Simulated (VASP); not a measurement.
# Be (Fm-3m) in VASP: notebook, part 2 of 2

VASP 6.6.1. Earlier steps stand in the parts before.

## 3. Relaxation of cell and atoms, LDA, target pressure 160 GPa, at which the enthalpy is minimised

This run uses another cell than the first one, of 4.51 Å³/atom, 1.007 times its volume.

The input, INCAR:

```
PREC = Accurate ; ENCUT = 600
EDIFF = 1E-6 ; ISMEAR = -1
SIGMA = 0.05 ; LREAL = False
LASPH = True ; NELM = 80
ALGO = Normal ; ISIF = 3
LWAVE = False ; LCHARG = False
GGA = CA ; IBRION = 2
NSW = 60 ; EDIFFG = -0.005
PSTRESS = 1600.0
```

The input, KPOINTS:

```
regular mesh
0
Gamma
  25 25 25
```

The input, POSCAR:

```
Be
1.0
    0.0000000000      1.3109910766      1.3109910766
    1.3109910766      0.0000000000      1.3109910766
    1.3109910766      1.3109910766      0.0000000000
Be
1
Direct
    0.0000000000      0.0000000000      0.0000000000
```

Potentials or basis: VASP PAW LDA potentials, release 64 (Be).

Started as:

```console
$ cat potpaw_LDA.64/Be/POTCAR > POTCAR
$ mpirun -np 1 vasp_std > vasp.out
```

OUTCAR:

```text
PREC = Accurate
   ENCUT = 600
   EDIFF = 1E-6
   ISMEAR = -1
   LREAL = False
   LASPH = True
   NELM = 80
   ISIF = 3
   GGA = CA
   IBRION = 2
   NSW = 60
   EDIFFG = -0.005
   PSTRESS = 1600.0

 ion  position               nearest neighbor table
   1  0.000  0.000  0.000-

  LATTYP: Found a face centered cubic cell.
 ALAT       =     2.6219821532

  Lattice vectors:

 A1 = (   0.0000000000,   1.3109910766,   1.3109910766)
 A2 = (   1.3109910766,   0.0000000000,   1.3109910766)
 A3 = (   1.3109910766,   1.3109910766,   0.0000000000)

Analysis of symmetry for initial positions (statically):
=====================================================================
 Subroutine PRICEL returns:
 Original cell was already a primitive cell.

 Routine SETGRP: Setting up the symmetry group for a
 face centered cubic supercell.

 Subroutine GETGRP returns: Found 48 space group operations
 (whereof 48 operations were pure point group operations)
 out of a pool of 48 trial point group operations.

The static configuration has the point symmetry O_h .

Analysis of symmetry for dynamics (positions and initial velocities):
=====================================================================
 Subroutine PRICEL returns:
 Original cell was already a primitive cell.

 Routine SETGRP: Setting up the symmetry group for a
 face centered cubic supercell.

 Subroutine GETGRP returns: Found 48 space group operations
 (whereof 48 operations were pure point group operations)
 out of a pool of 48 trial point group operations.

The dynamic configuration has the point symmetry O_h .

 Subroutine INISYM returns: Found 48 space group operations
 (whereof 48 operations are pure point group operations),
 and found     1 'primitive' translations

----------------------------------------------------------------------------------------

                                     Primitive cell

  volume of cell :       4.5064

  direct lattice vectors                    reciprocal lattice vectors
     0.000000000  1.310991077  1.310991077    -0.381390849  0.381390849  0.381390849
     1.310991077  0.000000000  1.310991077     0.381390849 -0.381390849  0.381390849
     1.310991077  1.310991077  0.000000000     0.381390849  0.381390849 -0.381390849

  length of vectors
     1.854021361  1.854021361  1.854021361     0.660588328  0.660588328  0.660588328

  position of ions in fractional coordinates (direct lattice)
     0.000000000  0.000000000  0.000000000

  ion indices of the primitive-cell ions
   primitive index   ion index
                 1           1

----------------------------------------------------------------------------------------

 KPOINTS: regular mesh

Automatic generation of k-mesh.
 Grid dimensions read from file:
 generate k-points for:   25   25   25

 Generating k-lattice:

  Cartesian coordinates                     Fractional coordinates (reciprocal lattice)
    -0.015255634  0.015255634  0.015255634     0.040000000  0.000000000  0.000000000
     0.015255634 -0.015255634  0.015255634     0.000000000  0.040000000  0.000000000
     0.015255634  0.015255634 -0.015255634     0.000000000  0.000000000  0.040000000

  Length of vectors
     0.026423533  0.026423533  0.026423533

  Shift w.r.t. Gamma in fractional coordinates (k-lattice)
     0.000000000  0.000000000  0.000000000

 Subroutine IBZKPT returns following result:
 ===========================================

 Found    455 irreducible k-points:

 Following reciprocal coordinates:
            Coordinates               Weight
  0.000000  0.000000  0.000000      1.000000
  0.040000  0.000000  0.000000      8.000000
  0.080000  0.000000  0.000000      8.000000
  0.120000  0.000000  0.000000      8.000000
  0.160000  0.000000  0.000000      8.000000
  0.200000  0.000000  0.000000      8.000000
[... 16 lines left out ...]
  0.400000  0.040000  0.000000     24.000000
  0.440000  0.040000  0.000000     24.000000
 [... further k-points ...]
   k-points           NKPTS =    455   k-points in BZ     NKDIM =    455   number of bands    NBANDS=      5
   number of dos      NEDOS =    301   number of ions     NIONS =      1
   total plane-waves  NPLWV =   4096
   dimension x,y,z NGX =    16 NGY =   16 NGZ =   16
   dimension x,y,z NGXF=    32 NGYF=   32 NGZF=   32
   ions per type =               1
   NGX,Y,Z   is equivalent  to a cutoff of  14.35, 14.35, 14.35 a.u.
   NGXF,Y,Z  is equivalent  to a cutoff of  28.69, 28.69, 28.69 a.u.
 SYSTEM =  unknown system
   PREC   = accura    normal or accurate (medium, high low for compatibility)
   ISTART =      0    job   : 0-new  1-cont  2-samecut
   ICHARG =      2    charge: 1-file 2-atom 10-const
   ISPIN  =      1    spin polarized calculation?
   LNONCOLLINEAR =      F non collinear calculations
   LSORBIT =      F    spin-orbit coupling
   LASPH  =      T    aspherical Exc in radial PAW
   ENCUT  =  600.0 eV  44.10 Ry    6.64 a.u.   3.70  3.70  3.70*2*pi/ulx,y,z
   NELM   =     80;   NELMIN=  2; NELMDL= -5     # of ELM steps
   EDIFF  = 0.1E-05   stopping-criterion for ELM
   LREAL  =      F    real-space projection
   EDIFFG = -.5E-02   stopping-criterion for IOM
   NSW    =     60    number of steps for IOM
   IBRION =      2    ionic relax: 0-MD 1-quasi-New 2-CG
   NFREE  =      1    steps in history (QN), initial steepest desc. (CG)
   ISIF   =      3    stress and relaxation
   ISYM   =      2    0-nonsym 1-usesym 2-fastsym
   POTIM  = 0.5000    time-step for ionic-motion
   TEBEG  =    0.0;   TEEND  =   0.0 temperature during run
   PSTRESS= 1600.0 pullay stress
   NELECT =       2.0000    total number of electrons
   NUPDOWN=      -1.0000    fix difference up-down
   EMIN   =  10.00;   EMAX   =-10.00  energy-range for DOS
   EFERMI =   0.00;   METHOD = LEGACY
   ISMEAR =    -1;   SIGMA  =   0.05  broadening in eV -4-tet -1-fermi 0-gaus
   EFERMI_NEDOS =   21; number of points for ismear=-14 and -15
   IALGO  =     38    algorithm
   IMIX   =      4    mixing-type and parameters
     AMIX     =   0.40;   BMIX     =  1.00
     AMIX_MAG =   1.60;   BMIX_MAG =  1.00
  volume/ion in A,a.u.               =       4.51        30.41
  Fermi-wavevector in a.u.,A,eV,Ry     =   1.248749  2.359793 21.216567  1.559374
  Thomas-Fermi vector in A             =   2.382821
   LORBIT       =      0    0 simple, 1 ext, 2 COOP (PROOUT), +10 PAW based schemes
   GGA     = CA    functional components
   LHFCALC =     F    Hartree Fock is set to
   AEXX    =    0.0000 exact exchange contribution
   IVDW    =     0    specifies the selected vdW correction
   LEPSILON=     F    determine dielectric tensor
   LRPA    =     F    only Hartree local field effects (RPA)
 conjugate gradient relaxation of ions
 non-spin polarized calculation
  energy-cutoff  :      600.00
  volume of cell :        4.51
 maximum number of plane-waves:       169
   NGX =  7   NGY =  7   NGZ =  7

--------------------------------------- Ionic step        1  -------------------------------------------

 number of electron       2.0000000 magnetization

 Free energy of the ion-electron system (eV)
  ---------------------------------------------------
  ext. energy  EPLUGINS =         0.00000000
  ---------------------------------------------------
  free energy    TOTEN  =        -3.11342079 eV

  energy without entropy =       -3.11294348  energy(sigma->0) =       -3.11318214

------------------------ aborting loop because EDIFF is reached ----------------------------------------

  FORCE on cell =-STRESS in cart. coord.  units (eV):
  Direction    XX          YY          ZZ          XY          YZ          ZX
  --------------------------------------------------------------------------------------
  -------------------------------------------------------------------------------------
  Total        4.4376377      4.4376377      4.4376377      0.0000000      0.0000000     -0.0000000
  in kB     1577.7319743   1577.7319743   1577.7319743      0.0000000      0.0000000     -0.0000000
  external PRESSURE =     -22.2680257 kB  Pullay stress =    1600.0000000 kB
[... 61 lines left out ...]
--------------------------------------- Ionic step        3  -------------------------------------------

 number of electron       2.0000000 magnetization

 Free energy of the ion-electron system (eV)
  ---------------------------------------------------
  ext. energy  EPLUGINS =         0.00000000
  ---------------------------------------------------
  free energy    TOTEN  =        -3.09608582 eV

  energy without entropy =       -3.09561058  energy(sigma->0) =       -3.09584820

 E-fermi :  12.9671     XC(G=0): -12.6506

 val. band max:       12.8860642355   @ k =  -0.2800   0.4400   0.1600
 cond. band min:      12.9830861589   @ k =  -0.3600   0.3600   0.0400
 fundamental gap:      0.0970219233
 Fermi energy:        12.9670872562

 k-point     1 :       0.0000    0.0000    0.0000
  band No.  band energies     occupation
      1      -1.8390      2.00000
      2      42.8246      0.00000
      3      42.8246      0.00000
      4      42.8246      0.00000
      5      54.6254      0.00000
[... 177 lines left out ...]
 k-point    24 :       0.4400    0.0400    0.0000
  band No.  band energies     occupation
      1       4.1835      2.00000
      2      17.0158      0.00000
      3      37.5113      0.00000
      4      38.5752      0.00000
      5      48.4527      0.00000

 [... further k-points ...]
[... 5 lines left out ...]
  --------------------------------------------------------------------------------------
  -------------------------------------------------------------------------------------
  Total        4.4826837      4.4826837      4.4826837     -0.0000000      0.0000000      0.0000000
  in kB     1599.9537598   1599.9537598   1599.9537598     -0.0000000      0.0000000      0.0000000
  external PRESSURE =      -0.0462402 kB  Pullay stress =    1600.0000000 kB
[... 20 lines left out ...]
  energy  without entropy=       -3.0956105808  energy(sigma->0) =       -3.09584820

  enthalpy is  TOTEN    =         1.3867274551 eV   P V=        4.4828132704

 reached required accuracy - stopping structural energy minimisation
```

It took 4.5 s on 1 thread of Intel Xeon 6975P-C (Granite Rapids), shared host; peak memory 0.12 GiB.

What came out:

```yaml
Free_energy: -3.0961 eV
Relaxed_volume: 4.49 Å³/atom
Relaxed_cell: a = 1.852 Å, b = 1.852 Å, c = 1.852 Å, α = 60.00°, β = 60.00°, γ = 60.00°
Space_group_after_relaxing_to_0.05_Å: Fm-3m (No. 225)
Energy_change_on_relaxing_the_enthalpy_is_what_falls: +17.3 meV/atom
Ionic_steps: 3
Pressure_after_relaxing: 160.0 GPa
Band_gap_on_the_k_mesh: zero (band 1 reaches 13.42 eV, above the bottom of band 2 at 12.25 eV)
```

The path:
```
step  energy change (eV)  largest force (eV/Å)  pressure (GPa)  volume (Å³)
   1              0.0000                0.0000          157.77         4.51
   2              0.0408                0.0000          163.00         4.47
   3              0.0173                0.0000          160.00         4.49
```

Final structure:
```yaml
crystal:
  lattice:
    - [0.00000, 1.30929, 1.30929]
    - [1.30929, 0.00000, 1.30929]
    - [1.30929, 1.30929, 0.00000]
  atoms:
    - { symbol: Be, position: [0.00000, 0.00000, 0.00000] }
```

Levels at points of the mesh, in eV from the Fermi level:
```csv
k point,band 1,band 2,band 3,band 4
"(0.00, 0.00, 0.00)",-14.81,29.86,29.86,29.86
```

Caveat: the cell is relaxed towards a set pressure, so the enthalpy falls and the energy may rise.

## 4. Relaxation of cell and atoms, LDA

This run uses another cell than the first one, of 7.55 Å³/atom, 1.688 times its volume.

The input, INCAR:

```
PREC     = Accurate       # precision mode
ENCUT    = 600            # plane-wave cutoff, eV
EDIFF    = 1E-7           # SCF threshold, eV
ISMEAR   = -1             # smearing method
SIGMA    = 0.05           # smearing width, eV
LREAL    = F              # projectors in reciprocal space
LASPH    = T              # aspherical terms in the spheres
NELM     = 100            # most SCF steps
ALGO     = Normal         # electronic algorithm
ISIF     = 3              # what is computed and relaxed
LWAVE    = F              # write WAVECAR
LCHARG   = F              # write CHGCAR
GGA      = CA             # functional
IBRION   = 2              # ionic algorithm
NSW      = 60             # ionic steps
EDIFFG   = -0.005         # ionic threshold
```

The input, KPOINTS:

```
Automatic mesh
0
Gamma
  22 22 22
```

The input, POSCAR:

```
Be
1.0
    0.0000000000      1.5571298310      1.5571298310
    1.5571298310      0.0000000000      1.5571298310
    1.5571298310      1.5571298310      0.0000000000
Be
1
Direct
    0.0000000000      0.0000000000      0.0000000000
```

Started as:

```console
$ cat potpaw_LDA.64/Be/POTCAR > POTCAR
$ mpirun -np 1 vasp_std > vasp.out
```

Run time: 8.3 s. Hardware: 1 thread of Intel Xeon 6975P-C (Granite Rapids), shared host; peak memory 0.12 GiB.

It converged, with:

```yaml
Free_energy: -4.1341 eV
Relaxed_volume: 7.53 Å³/atom
Relaxed_cell: a = 2.200 Å, b = 2.200 Å, c = 2.200 Å, α = 60.00°, β = 60.00°, γ = 60.00°
Space_group_after_relaxing_to_0.05_Å: Fm-3m (No. 225)
Energy_gained_by_relaxing: 0.0 meV/atom
Ionic_steps: 2
Pressure_after_relaxing: -0.1 GPa
Band_gap_on_the_k_mesh: zero (band 1 reaches 8.11 eV, above the bottom of band 2 at 7.40 eV)
```

Final structure:
```xyz
1
Lattice="0.0000 1.5556 1.5556 1.5556 0.0000 1.5556 1.5556 1.5556 0.0000" Properties=species:S:1:pos:R:3 pbc="T T T"
Be    1.5556    3.1112    1.5556
```

Levels at points of the mesh, in eV from the Fermi level:
| k point | band 1 | band 2 | band 3 | band 4 |
| --- | --- | --- | --- | --- |
| (0.00, 0.00, 0.00) | -12.16 | 19.63 | 19.63 | 19.63 |
| (0.50, 0.00, 0.00) | -5.65 | 0.09 | 16.63 | 16.63 |
| (0.50, 0.50, 0.00) | -2.96 | 3.96 | 9.53 | 9.53 |

## 5. Overview

```tsv
cell	k mesh	gap on the mesh (eV)	pressure (GPa)
relaxed to 160 GPa from a = 1.850 Å, angles 60.0°, 1 atom	25 × 25 × 25	none	160.0
relaxed to 160 GPa from a = 1.854 Å, angles 60.0°, 1 atom	25 × 25 × 25	none	160.0
relaxed from a = 2.202 Å, angles 60.0°, 1 atom	22 × 22 × 22	none	-0.1
```

Alike in all rows: task relaxation of cell and atoms; level LDA; potentials or basis VASP PAW LDA potentials, release 64 (Be); no spin polarisation; cutoff (eV) 600; smearing fermi-dirac 0.05 eV.

Caveats: the cell is relaxed towards a set pressure, so the enthalpy falls and the energy may rise (some runs).

Total energies depend on the potentials used, so only differences within one code and one set of settings carry meaning.
